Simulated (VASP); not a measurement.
# Ga2O (Ibam) in VASP: density of states with PBE

Aim: the density of states of Ga2O with PBE.

Everything below comes from runs of VASP 6.6.1. Logs are shortened: lines on timing, memory, paths and dates and some standing lists are left out, and cuts for length are marked.

## (1) The cell of the first run

It takes space group Ibam (No. 72, orthorhombic). The conventional cell has a = 4.554 Å, b = 8.013 Å, c = 5.481 Å, α = 90.00°, β = 90.00°, γ = 90.00°. Within 2.7 Å of Ga (site symmetry m) lie 2 O at 2.05 Å and 2 Ga at 2.64 Å. Within 2.7 Å of O (site symmetry 222) lie 4 Ga at 2.05 Å.

## (2) Density of states, PBE

POSCAR

```
Ga2O
1.0
   -2.2767765048      4.0067283448      2.7407062228
    2.2767765048     -4.0067283448      2.7407062228
    2.2767765048      4.0067283448     -2.7407062228
Ga O
4 2
Direct
    0.1668357404      0.3376592390      0.5044949794
    0.6668357404      0.1623407610      0.8291765015
    0.8331642596      0.6623407610      0.4955050206
    0.3331642596      0.8376592390      0.1708234985
    0.7500000000      0.2500000000      0.5000000000
    0.2500000000      0.7500000000      0.5000000000
```

INCAR.step1

```
SYSTEM = Ga2O
PREC     = Accurate       ! precision mode
ENCUT    = 520            ! plane-wave cutoff, eV
EDIFF    = 1E-6           ! SCF threshold, eV
ISMEAR   = 0              ! smearing method
SIGMA    = 0.1            ! smearing width, eV
LREAL    = .FALSE.        ! projectors in reciprocal space
LASPH    = .TRUE.         ! aspherical terms in the spheres
NELM     = 100            ! most SCF steps
ALGO     = Normal         ! electronic algorithm
ISIF     = 2              ! what is computed and relaxed
LWAVE    = .FALSE.        ! write WAVECAR
LCHARG   = .TRUE.         ! write CHGCAR
GGA      = PE             ! functional
NBANDS   = 41             ! bands
```

KPOINTS.step1

```
Automatic mesh
0
G
  10 10 10
  0 0 0
```

INCAR.step2

```
SYSTEM = Ga2O
PREC     = Accurate       ! precision mode
ENCUT    = 520            ! plane-wave cutoff, eV
EDIFF    = 1E-6           ! SCF threshold, eV
ISMEAR   = -5             ! smearing method
SIGMA    = 0.1            ! smearing width, eV
LREAL    = .FALSE.        ! projectors in reciprocal space
LASPH    = .TRUE.         ! aspherical terms in the spheres
NELM     = 100            ! most SCF steps
ALGO     = Normal         ! electronic algorithm
ISIF     = 2              ! what is computed and relaxed
LWAVE    = .FALSE.        ! write WAVECAR
LCHARG   = .FALSE.        ! write CHGCAR
GGA      = PE             ! functional
LORBIT   = 11             ! projections on sites
NEDOS    = 1001           ! points of the DOS
ICHARG   = 11             ! starting density
```

KPOINTS.step2

```
Automatic mesh
0
G
  15 15 15
  0 0 0
```

Potentials or basis: VASP PAW PBE potentials, release 64 (Ga_d, O).

Launch:

```
cat potpaw_PBE.64/Ga_d/POTCAR potpaw_PBE.64/O/POTCAR > POTCAR
cp INCAR.step1 INCAR
cp KPOINTS.step1 KPOINTS
mpirun -np 1 vasp_std > vasp.out
cp INCAR.step2 INCAR
cp KPOINTS.step2 KPOINTS
mpirun -np 1 vasp_std > vasp.out
```

OUTCAR:

```text
SYSTEM = Ga2O
   PREC = Accurate
   ENCUT = 520
   EDIFF = 1E-6
   ISMEAR = -5
   LREAL = .FALSE.
   LASPH = .TRUE.
   NELM = 100
   ISIF = 2
   GGA = PE
   LORBIT = 11
   ICHARG = 11

 ion  position               nearest neighbor table
   1  0.167  0.338  0.504-   6 2.05   5 2.05   4 2.64   4 2.64
   2  0.667  0.162  0.829-   6 2.05   5 2.05   3 2.64   3 2.64
   3  0.833  0.662  0.496-   5 2.05   6 2.05   2 2.64   2 2.64
   4  0.333  0.838  0.171-   5 2.05   6 2.05   1 2.64   1 2.64
   5  0.750  0.250  0.500-   3 2.05   1 2.05   4 2.05   2 2.05
   6  0.250  0.750  0.500-   1 2.05   3 2.05   2 2.05   4 2.05

  LATTYP: Found a body centered orthorhombic cell.
 ALAT       =     4.5535530096
 B/A-ratio  =     1.2037660337
 C/A-ratio  =     1.7598250581

  Lattice vectors:

 A1 = (   2.2767765048,  -4.0067283448,  -2.7407062228)
 A2 = (  -2.2767765048,  -4.0067283448,   2.7407062228)
 A3 = (  -2.2767765048,   4.0067283448,  -2.7407062228)

Analysis of symmetry for initial positions (statically):
=====================================================================
 Subroutine PRICEL returns:
 Original cell was already a primitive cell.

 Routine SETGRP: Setting up the symmetry group for a
 body centered orthorhombic supercell.

 Subroutine GETGRP returns: Found  8 space group operations
 (whereof  4 operations were pure point group operations)
 out of a pool of  8 trial point group operations.

The static configuration has the point symmetry C_2h.
 The point group associated with its full space group is D_2h.

Analysis of symmetry for dynamics (positions and initial velocities):
=====================================================================
 Subroutine PRICEL returns:
 Original cell was already a primitive cell.

 Routine SETGRP: Setting up the symmetry group for a
 body centered orthorhombic supercell.

 Subroutine GETGRP returns: Found  8 space group operations
 (whereof  4 operations were pure point group operations)
 out of a pool of  8 trial point group operations.

The dynamic configuration has the point symmetry C_2h.
 The point group associated with its full space group is D_2h.

 Subroutine INISYM returns: Found  8 space group operations
 (whereof  4 operations are pure point group operations),
 and found     1 'primitive' translations

----------------------------------------------------------------------------------------

                                     Primitive cell

  volume of cell :     100.0075

  direct lattice vectors                    reciprocal lattice vectors
    -2.276776505  4.006728345  2.740706223     0.000000000  0.124790092  0.182434730
     2.276776505 -4.006728345  2.740706223     0.219608731  0.000000000  0.182434730
     2.276776505  4.006728345 -2.740706223     0.219608731  0.124790092  0.000000000

  length of vectors
     5.361814421  5.361814421  5.361814421     0.221031667  0.285500308  0.252587731

  position of ions in fractional coordinates (direct lattice)
     0.166835740  0.337659239  0.504494979
     0.666835740  0.162340761  0.829176502
     0.833164260  0.662340761  0.495505021
     0.333164260  0.837659239  0.170823498
     0.750000000  0.250000000  0.500000000
     0.250000000  0.750000000  0.500000000

  ion indices of the primitive-cell ions
   primitive index   ion index
                 1           1
                 2           2
                 3           3
                 4           4
                 5           5
                 6           6

----------------------------------------------------------------------------------------

 KPOINTS: Automatic mesh

Automatic generation of k-mesh.
 Grid dimensions read from file:
 generate k-points for:   15   15   15

 Generating k-lattice:

  Cartesian coordinates                     Fractional coordinates (reciprocal lattice)
     0.000000000  0.008319339  0.012162315     0.066666667  0.000000000  0.000000000
     0.014640582  0.000000000  0.012162315     0.000000000  0.066666667  0.000000000
     0.014640582  0.008319339  0.000000000     0.000000000  0.000000000  0.066666667

  Length of vectors
     0.014735444  0.019033354  0.016839182

  Shift w.r.t. Gamma in fractional coordinates (k-lattice)
     0.000000000  0.000000000  0.000000000

 TETIRR: Found   8492 inequivalent tetrahedra from    20250

 Subroutine IBZKPT returns following result:
 ===========================================

 Found    512 irreducible k-points:

 Following reciprocal coordinates:
            Coordinates               Weight
  0.000000  0.000000  0.000000      1.000000
  0.066667  0.000000  0.000000      4.000000
  0.133333  0.000000  0.000000      4.000000
  0.200000  0.000000  0.000000      4.000000
  0.266667  0.000000  0.000000      4.000000
  0.333333 -0.000000  0.000000      4.000000
[... 16 lines left out ...]
 -0.066667  0.066667  0.000000      4.000000
 -0.000000  0.133333  0.000000      4.000000
 [... further k-points ...]
   k-points           NKPTS =    512   k-points in BZ     NKDIM =    512   number of bands    NBANDS=     38
   number of dos      NEDOS =   1001   number of ions     NIONS =      6
   total plane-waves  NPLWV =  64000
   dimension x,y,z NGX =    40 NGY =   40 NGZ =   40
   dimension x,y,z NGXF=    80 NGYF=   80 NGZF=   80
   ions per type =               4   2
   NGX,Y,Z   is equivalent  to a cutoff of  12.40, 12.40, 12.40 a.u.
   NGXF,Y,Z  is equivalent  to a cutoff of  24.80, 24.80, 24.80 a.u.
 SYSTEM =  Ga2O
   PREC   = accura    normal or accurate (medium, high low for compatibility)
   ISTART =      0    job   : 0-new  1-cont  2-samecut
   ICHARG =     11    charge: 1-file 2-atom 10-const
   ISPIN  =      1    spin polarized calculation?
   LNONCOLLINEAR =      F non collinear calculations
   LSORBIT =      F    spin-orbit coupling
   LASPH  =      T    aspherical Exc in radial PAW
   ENCUT  =  520.0 eV  38.22 Ry    6.18 a.u.   9.97  9.97  9.97*2*pi/ulx,y,z
   NELM   =    100;   NELMIN=  2; NELMDL=  0     # of ELM steps
   EDIFF  = 0.1E-05   stopping-criterion for ELM
   LREAL  =      F    real-space projection
   EDIFFG = 0.1E-04   stopping-criterion for IOM
   NSW    =      0    number of steps for IOM
   IBRION =     -1    ionic relax: 0-MD 1-quasi-New 2-CG
   NFREE  =      0    steps in history (QN), initial steepest desc. (CG)
   ISIF   =      2    stress and relaxation
   ISYM   =      2    0-nonsym 1-usesym 2-fastsym
   POTIM  = 0.5000    time-step for ionic-motion
   TEBEG  =    0.0;   TEEND  =   0.0 temperature during run
   PSTRESS=    0.0 pullay stress
   NELECT =      64.0000    total number of electrons
   NUPDOWN=      -1.0000    fix difference up-down
   EMIN   =  10.00;   EMAX   =-10.00  energy-range for DOS
   EFERMI =   0.00;   METHOD = LEGACY
   ISMEAR =    -5;   SIGMA  =   0.10  broadening in eV -4-tet -1-fermi 0-gaus
   EFERMI_NEDOS =   21; number of points for ismear=-14 and -15
   IALGO  =     38    algorithm
   IMIX   =      4    mixing-type and parameters
     AMIX     =   0.40;   BMIX     =  1.00
     AMIX_MAG =   1.60;   BMIX_MAG =  1.00
  volume/ion in A,a.u.               =      16.67       112.48
  Fermi-wavevector in a.u.,A,eV,Ry     =   1.410773  2.665975 27.079421  1.990281
  Thomas-Fermi vector in A             =   2.532693
   LORBIT       =     11    0 simple, 1 ext, 2 COOP (PROOUT), +10 PAW based schemes
   GGA     = PE    functional components
   LHFCALC =     F    Hartree Fock is set to
   AEXX    =    0.0000 exact exchange contribution
   IVDW    =     0    specifies the selected vdW correction
   LEPSILON=     F    determine dielectric tensor
   LRPA    =     F    only Hartree local field effects (RPA)
 non-spin polarized calculation
 Fermi weights with tetrahedron method with Bloechl corrections
  energy-cutoff  :      520.00
  volume of cell :      100.01
 maximum number of plane-waves:      2718

 number of electron      63.9999985 magnetization

 Free energy of the ion-electron system (eV)
  ---------------------------------------------------
  ext. energy  EPLUGINS =         0.00000000
  ---------------------------------------------------
  free energy    TOTEN  =       -26.59893716 eV

  energy without entropy =      -26.59893716  energy(sigma->0) =      -26.59893716

 E-fermi :   4.4629     XC(G=0): -10.2737

 val. band max:        4.5223953954   @ k =  -0.4667  -0.0667   0.0667
 cond. band min:       4.4331966227   @ k =   0.4667  -0.3333   0.2667
 fundamental gap:     -0.0891987727
 Fermi energy:         4.4629271963

 k-point     1 :       0.0000    0.0000    0.0000
  band No.  band energies     occupation
      1     -15.6332      2.00000
      2     -14.9043      2.00000
      3     -10.5572      2.00000
      4     -10.4911      2.00000
      5     -10.4885      2.00000
      6     -10.4820      2.00000
[... 30 lines left out ...]
     37       9.8483      0.00000
     38       9.8860      0.00000

 k-point     2 :       0.0667    0.0000    0.0000
  band No.  band energies     occupation
      1     -15.6248      2.00000
      2     -14.9117      2.00000
      3     -10.5560      2.00000
      4     -10.4944      2.00000
      5     -10.4912      2.00000
      6     -10.4818      2.00000
[... 30 lines left out ...]
     37       9.5156      0.00000
     38      10.1614      0.00000
[... 859 lines left out ...]
     37       9.7313      0.00000
     38       9.7857      0.00000

 k-point    24 :      -0.0000    0.1333    0.0000
  band No.  band energies     occupation
      1     -15.5978      2.00000
      2     -14.9331      2.00000
      3     -10.5650      2.00000
      4     -10.4986      2.00000
      5     -10.4960      2.00000
      6     -10.4851      2.00000
[... 30 lines left out ...]
     37       9.0064      0.00000
     38       9.6535      0.00000

 [... further k-points ...]

------------------------ aborting loop because EDIFF is reached ----------------------------------------

  FORCE on cell =-STRESS in cart. coord.  units (eV):
  Direction    XX          YY          ZZ          XY          YZ          ZX
  --------------------------------------------------------------------------------------
  -------------------------------------------------------------------------------------
  Total       -0.1473081      0.0730865      0.2091161      0.0000000      0.0000000      0.0000000
  in kB       -2.3599583      1.1708862      3.3501575      0.0000000      0.0000000      0.0000000
  external PRESSURE =       0.7203618 kB  Pullay stress =       0.0000000 kB

 VOLUME and BASIS-vectors are now :
 -----------------------------------------------------------------------------
  energy-cutoff  :      520.00
  volume of cell :      100.01
      direct lattice vectors                 reciprocal lattice vectors
    -2.276776505  4.006728345  2.740706223     0.000000000  0.124790092  0.182434730
     2.276776505 -4.006728345  2.740706223     0.219608731  0.000000000  0.182434730
     2.276776505  4.006728345 -2.740706223     0.219608731  0.124790092  0.000000000

 POSITION                                       TOTAL-FORCE (eV/Angst)
 -----------------------------------------------------------------------------------
      1.53755      1.33693      0.00000        -0.035971      0.059682     -0.000000
      0.73923      5.34366     -0.00000         0.035971      0.059682      0.000000
      0.73923      2.66980      2.74071         0.035971     -0.059682      0.000000
      1.53755     -1.33693      2.74071        -0.035971     -0.059682     -0.000000
      0.00000      4.00673      1.37035        -0.000000      0.000000      0.000000
      2.27678     -0.00000      1.37035        -0.000000      0.000000      0.000000
 -----------------------------------------------------------------------------------
    total drift:                               -0.000000      0.000000      0.000000

  FREE ENERGIE OF THE ION-ELECTRON SYSTEM (eV)
  ---------------------------------------------------
  free  energy   TOTEN  =       -26.5989371598 eV

  energy  without entropy=      -26.5989371598  energy(sigma->0) =      -26.59893716

 total charge

# of ion       s       p       d       tot
------------------------------------------
    1        0.943   0.597  10.013  11.553
    2        0.943   0.597  10.013  11.553
    3        0.943   0.597  10.013  11.553
    4        0.943   0.597  10.013  11.553
    5        1.573   3.422   0.000   4.995
    6        1.573   3.422   0.000   4.995
--------------------------------------------------
tot          6.917   9.232  40.051  56.200
```

Run time: 22 min. Hardware: 1 thread of Intel Xeon Platinum 8488C (Sapphire Rapids), shared host; peak memory 1.3 GiB.

What came out:

```yaml
Valence_electrons_inside_the_program's_atomic_spheres: Ga 11.55; O 5.00
```

Caveat: tetrahedron occupations give inexact forces and stress in metals.
